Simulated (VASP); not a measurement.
The system is TePb (zincblende type).

```
Pb Te
1.0
     0.00000    3.66740    3.66740
     3.66740    0.00000    3.66740
     3.66740    3.66740    0.00000
Pb Te
1 1
Direct
  0.00000 0.00000 0.00000
  0.25000 0.25000 0.25000
```

Base run:

- Program: VASP 6.6.1
- Functional: r2SCAN
- Potentials or basis: VASP PAW PBE potentials, release 64 (Pb_d, Te)
- Cutoff: 520 eV
- k mesh: 10 × 10 × 10
- Occupations: fermi-dirac, width 0.05 eV
- Spin: no spin polarisation

Its results: band gap on the k mesh 0.85 eV (least direct gap 1.39 eV); pressure -0.5 GPa.

The run is repeated on the same cell with these changes: functional from r2SCAN to PBEsol. What comes out?

Band gap on the k mesh 0.63 eV (least direct gap 1.15 eV); pressure -1.3 GPa.

Caveats: the PAW data sets were made with another functional, which shifts forces and pressure a little; spin-orbit coupling is left out, which moves the levels of the heavy elements.

A k mesh can miss the band edges.
